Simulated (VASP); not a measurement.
A run of VASP 6.6.1:

Contents of INCAR:

```
  PREC = Accurate
  ENCUT = 520
  EDIFF = 1E-7
  ISMEAR = 0
  SIGMA = 0.1
  LREAL = False
  LASPH = True
  NELM = 100
  ALGO = Fast
  ISIF = 2
  LWAVE = False
  LCHARG = False
  GGA = PE
  IVDW = 12
  NBANDS = 10
```

Contents of KPOINTS:

```
Automatic mesh
0
Gamma
  18 18 18
```

File POSCAR:

```
Ir
1.0
    0.0000000000      1.9202733743      1.9202733743
    1.9202733743      0.0000000000      1.9202733743
    1.9202733743      1.9202733743      0.0000000000
Ir
1
Direct
    0.0000000000      0.0000000000      0.0000000000
```

Potentials or basis: VASP PAW PBE potentials, release 64 (Ir).

Launch:

```console
$ cat potpaw_PBE.64/Ir/POTCAR > POTCAR
$ mpirun -np 1 vasp_std > vasp.out
```

Hardware: 1 thread of AMD EPYC 7R13 Processor (Zen 3), with other jobs on the host.

How long does it take, and how much memory?

Run time: 26 s on 1 thread of AMD EPYC 7R13 Processor (Zen 3), on a shared host, peak memory 0.13 GiB. Counts: scf iterations 16, k points 195.
